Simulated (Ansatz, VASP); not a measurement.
## One calculation of Al3GaN4, two programs

File INCAR:

```
PREC     = Accurate       # precision mode
ENCUT    = 520            # plane-wave cutoff, eV
EDIFF    = 1E-7           # SCF threshold, eV
ISMEAR   = 0              # smearing method
SIGMA    = 0.02           # smearing width, eV
LREAL    = F              # projectors in reciprocal space
LASPH    = T              # aspherical terms in the spheres
NELM     = 80             # most SCF steps
ALGO     = Normal         # electronic algorithm
ISIF     = 2              # what is computed and relaxed
LWAVE    = F              # write WAVECAR
LCHARG   = F              # write CHGCAR
GGA      = PS             # functional
NBANDS   = 31             # bands
```

Contents of KPOINTS:

```
Automatic mesh
0
Gamma
  6 6 6
```

Contents of POSCAR:

```
Al3GaN4
1.0
    4.4227120682      0.0000000000      0.0000000000
    0.0000000000      4.4227120682      0.0000000000
    0.0000000000      0.0000000000      4.4227120682
Al Ga N
3 1 4
Direct
    0.5000000000      0.5000000000      0.0000000000
    0.5000000000      0.0000000000      0.5000000000
    0.0000000000      0.5000000000      0.5000000000
    0.0000000000      0.0000000000      0.0000000000
    0.7447289107      0.7447289107      0.2552710893
    0.7447289107      0.2552710893      0.7447289107
    0.2552710893      0.7447289107      0.7447289107
    0.2552710893      0.2552710893      0.2552710893
```

Input for Ansatz:

```yaml
crystal:
  lattice:
    - [4.4227120682, 0.0, 0.0]
    - [0.0, 4.4227120682, 0.0]
    - [0.0, 0.0, 4.4227120682]
  atoms:
    - { symbol: Al, position: [0.5, 0.5, 0.0] }
    - { symbol: Al, position: [0.5, 0.0, 0.5] }
    - { symbol: Al, position: [0.0, 0.5, 0.5] }
    - { symbol: Ga, position: [0.0, 0.0, 0.0] }
    - { symbol: "N", position: [0.7447289107, 0.7447289107, 0.2552710893] }
    - { symbol: "N", position: [0.7447289107, 0.2552710893, 0.7447289107] }
    - { symbol: "N", position: [0.2552710893, 0.7447289107, 0.7447289107] }
    - { symbol: "N", position: [0.2552710893, 0.2552710893, 0.2552710893] }
basis:
  ecutwfc: 420
kpoints:
  mp_grid: { grid: [6, 6, 6] }
  band_path: { path: [VBM, CBM], npoints: 2 }
hamiltonian:
  xc: pbesol
scf:
  occupations: { method: gaussian, width: 0.02 }
output:
  forces: true
  stress: true
  eigenvalues: true
checkpoint:
  read: start.run
  write: ck
  compress: false
  write_wavefunctions: false
  write_every: 100000
```

Alike in both runs: task single point; functional PBEsol; k mesh 6 × 6 × 6; occupations gaussian, width 0.02 eV; no spin polarisation.

```csv
,VASP,Ansatz
version,VASP 6.6.1,Ansatz 0.2.0
potentials or method,"VASP PAW PBE potentials, release 64 (Al, Ga_d, N), cutoff 520 eV","scalar-relativistic, plane waves, PAW"
valence electrons in the cell,42,42
```

Ansatz gave:

```
gap on the k mesh at the Fermi level (eV) : 3.31
least direct gap on the mesh (eV)         : 3.31
pressure (GPa)                            : -2.0
```

Question: Estimate VASP's values.

Answer: gap on the k mesh at the Fermi level (eV): 3.31; least direct gap on the mesh (eV): 3.31; pressure (GPa): -2.1.

VASP's potentials were made for PBE, not for PBEsol.
